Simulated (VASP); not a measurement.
Set up this calculation in VASP 6.6.1, as the native input.

```
Task                   : single point
Functional             : PBE
Potentials or basis    : VASP PAW PBE potentials, release 64 (Sr_sv, Hf_pv, O)
Cutoff                 : 520 eV
k mesh                 : 6 × 6 × 2
Occupations            : gaussian, width 0.1 eV
Spin                   : no spin polarisation
Dipole correction      : no
Further INCAR settings : ALGO = Normal; EDIFF = 1e-06; NBANDS = 37
```

The structure of Sr4HfO lies in POSCAR:

```
Sr4HfO
1.0
    4.8378353500      0.0000000000      0.0000000000
   -2.4189176700      4.1896883100      0.0000000000
    0.0000000000      0.0000000000      7.8764923900
Sr Hf O
4 1 1
Direct
    0.3333333300      0.6666666700      0.2971709200
    0.6666666700      0.3333333300      0.2971709200
    0.6666666700      0.3333333300      0.7028290800
    0.3333333300      0.6666666700      0.7028290800
    0.0000000000      0.0000000000      0.5000000000
    0.0000000000      0.0000000000      0.0000000000
```

The cell was built from a structure type or drawn by symmetry, and may not be a known phase.

These files were run (other wordings do the same):

INCAR

```
SYSTEM = Sr4HfO
PREC = Accurate
ENCUT = 520
EDIFF = 1E-6
ISMEAR = 0
SIGMA = 0.1
LREAL = .FALSE.
LASPH = .TRUE.
NELM = 60
ALGO = Normal
ISIF = 2
LWAVE = .FALSE.
LCHARG = .TRUE.
GGA = PE
LELF = .TRUE.
LVHAR = .TRUE.
NBANDS = 37
```

KPOINTS

```
regular mesh
0
G
  6 6 2
  0 0 0
```

Potentials or basis: VASP PAW PBE potentials, release 64 (Sr_sv, Hf_pv, O).

Run with:

```bash
$ cat potpaw_PBE.64/Sr_sv/POTCAR potpaw_PBE.64/Hf_pv/POTCAR potpaw_PBE.64/O/POTCAR > POTCAR
$ mpirun -np 1 vasp_std > vasp.out
```

It gave:

The pressure is 14.1 GPa. The largest force is 2.533 eV/Å and the band gap on the k mesh is zero (bands 28 and 29 overlap by 0.27 eV).

Caveat: the k points lie up to 0.40 Å⁻¹ apart; spin-orbit coupling is left out, which moves the levels of the heavy elements; forces of over 1 eV/Å act on the atoms, so gaps and moduli don't describe the material at rest.

Run time: 66 s on 1 thread of Intel(R) Xeon(R) 6975P-C (Granite Rapids), with other jobs on the host, peak memory 0.3 GiB.
